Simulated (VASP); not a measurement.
Write the native input for VASP 6.6.1 that does the following.

| Property | Result |
| --- | --- |
| Task | electric field gradients |
| Functional | PBE |
| Potentials or basis | VASP PAW PBE potentials, release 64 (Pb_d, S) |
| Cutoff | 520 eV |
| k mesh | 8 × 8 × 8 |
| Occupations | fermi-dirac, width 0.01 eV |
| Spin | no spin polarisation |
| Dipole correction | no |
| Further INCAR settings | ALGO = Normal; EDIFF = 1e-08; NBANDS = 17 |

The structure of PbS lies in POSCAR:

```
PbS
1.0
    0.0000000000      3.0231520185      3.0231520185
    3.0231520185      0.0000000000      3.0231520185
    3.0231520185      3.0231520185      0.0000000000
Pb S
1 1
Direct
    0.0000000000      0.0000000000      0.0000000000
    0.5000000000      0.5000000000      0.5000000000
```

This cell differs from its parent crystal: volume scaled by 1.06.

One way to write it, as run:

INCAR

```
SYSTEM = PbS
PREC = Accurate
ENCUT = 520
EDIFF = 1E-8
ISMEAR = -1
SIGMA = 0.01
LREAL = .FALSE.
LASPH = .TRUE.
NELM = 80
ALGO = Normal
ISIF = 2
LWAVE = .FALSE.
LCHARG = .FALSE.
GGA = PE
LEFG = .TRUE.
NBANDS = 17
```

KPOINTS

```
Automatic mesh
0
G
  8 8 8
  0 0 0
```

Potentials or basis: VASP PAW PBE potentials, release 64 (Pb_d, S).

The run is started by

```bash
$ cat potpaw_PBE.64/Pb_d/POTCAR potpaw_PBE.64/S/POTCAR > POTCAR
$ mpirun -np 1 vasp_std > vasp.out
```

It gave:

- Pressure: -1.0 GPa
- Band gap on the k mesh: 0.56 eV, direct

Caveat: without QUAD_EFG the Cq values of the log hold for a quadrupole moment of 1 mb, not for the nuclei; spin-orbit coupling is left out, which moves the levels of the heavy elements.

Run time: 44 s on 1 thread of AMD EPYC 7R43 64-Core Processor (Zen 3), on a shared host, peak memory 0.14 GiB.
